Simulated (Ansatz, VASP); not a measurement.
# One calculation of EuO, two programs

```
Eu O
1.0
     0.00000    2.50888    2.50888
     2.50888    0.00000    2.50888
     2.50888    2.50888    0.00000
Eu O
1 1
Direct
  0.50000 0.50000 0.50000
  0.00000 0.00000 0.00000
```

Alike in both runs: task single point; functional LDA; k mesh 8 × 8 × 8; occupations gaussian, width 0.05 eV; collinear spin; Hubbard terms Eu f U = 6.0 eV.

```csv
,VASP,Ansatz
version,VASP 6.6.1,Ansatz 0.2.0
potentials or method,"VASP PAW PBE potentials, release 64 (Eu, O), cutoff 600 eV","scalar-relativistic, plane waves, PAW"
valence electrons in the cell,23,23
```

```csv
,VASP,Ansatz,Ansatz less VASP
gap on the k mesh at the Fermi level (eV),none,none,-
pressure (GPa),-0.3,0.1,+0.41
net moment per atom (μB),3.50,3.50,0.000
size of the moment on the site where the two differ most (μB),6.73,6.70,-0.032
```

VASP's potentials were made for PBE, not for LDA. LDA's correlation is that of Perdew and Zunger in VASP and of Perdew and Wang (1992) in Ansatz. Site moments also hang on the region over which each program counts them. The programs project onto different local orbitals, so the same U acts differently, and such runs can settle in different states. A gap of «none» marks a metal or a gap that the smearing closes. Ansatz's warnings: filled band counts differ across k points, stability check not made.

Neither program's run includes spin-orbit coupling.
